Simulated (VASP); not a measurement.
A run of VASP 6.6.1:

File INCAR:

```
SYSTEM = Ta
ALGO     = Normal         ! electronic algorithm
EDIFF    = 1E-6           ! SCF threshold, eV
ENCUT    = 520            ! plane-wave cutoff, eV
GGA      = PS             ! functional
ISIF     = 2              ! what is computed and relaxed
ISMEAR   = -1             ! smearing method
LASPH    = .True.         ! aspherical terms in the spheres
LCHARG   = .True.         ! write CHGCAR
LELF     = .True.         ! ELF
LREAL    = .False.        ! projectors in reciprocal space
LVHAR    = .True.       
LWAVE    = .False.        ! write WAVECAR
NBANDS   = 12             ! bands
NELM     = 60             ! most SCF steps
PREC     = Accurate       ! precision mode
SIGMA    = 0.1            ! smearing width, eV
```

The input KPOINTS:

```
k-points
0
Gamma
  9 9 9
  0 0 0
```

POSCAR

```
Ta
1.0
    3.0530000000      0.0000000000      0.0000000000
    0.0000000000      3.0530000000      0.0000000000
    0.0000000000      0.0000000000      3.3890000000
Ta
1
Direct
    0.5000000000      0.5000000000      0.5000000000
```

Potentials or basis: VASP PAW PBE potentials, release 64 (Ta_pv).

Launch:

```sh
$ cat potpaw_PBE.64/Ta_pv/POTCAR > POTCAR
$ mpirun -np 1 vasp_std > vasp.out
```

Hardware: 1 thread of Intel(R) Xeon(R) Platinum 8259CL CPU @ 2.50GHz (Skylake/Cascade Lake), with other jobs on the host.

Question: How long does it take, and how much memory?

Answer: It took 19 s on 1 thread of Intel(R) Xeon(R) Platinum 8259CL CPU @ 2.50GHz (Skylake/Cascade Lake), on a shared host, peak memory 0.16 GiB. Counts: scf iterations 11, k points 75.
